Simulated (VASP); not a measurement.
Input of a VASP 6.6.1 run:

File INCAR:

```
PREC     = Accurate       # precision mode
ENCUT    = 520            # plane-wave cutoff, eV
EDIFF    = 1E-7           # SCF threshold, eV
ISMEAR   = 0              # smearing method
SIGMA    = 0.15           # smearing width, eV
LREAL    = False          # projectors in reciprocal space
LASPH    = True           # aspherical terms in the spheres
NELM     = 80             # most SCF steps
ALGO     = Fast           # electronic algorithm
ISIF     = 2              # what is computed and relaxed
LWAVE    = False          # write WAVECAR
LCHARG   = False          # write CHGCAR
GGA      = PE             # functional
NBANDS   = 10             # bands
```

The input KPOINTS:

```
regular mesh
0
Gamma
  12 12 12
```

Contents of POSCAR:

```
Cs
1.0
   -3.0111656250      3.0225000000      3.0111656250
    3.0338343750     -3.0225000000      3.0338343750
    3.0111656250      3.0225000000     -3.0111656250
Cs
1
Direct
    0.0000000000      0.0000000000      0.0000000000
```

Potentials or basis: VASP PAW PBE potentials, release 64 (Cs_sv).

The run is started by

```bash
$ cat potpaw_PBE.64/Cs_sv/POTCAR > POTCAR
$ mpirun -np 1 vasp_std > vasp.out
```

Estimate the pressure.

0.1 GPa.

Estimate the band gap on the k mesh.

zero (an odd number of electrons rules out a gap without spin polarisation).

Caveat: the cell differs from its parent crystal (strain +0.0075 x Voigt [0, 0, 0, 0, 1, 0]); spin-orbit coupling is left out, which moves the levels of the heavy elements.
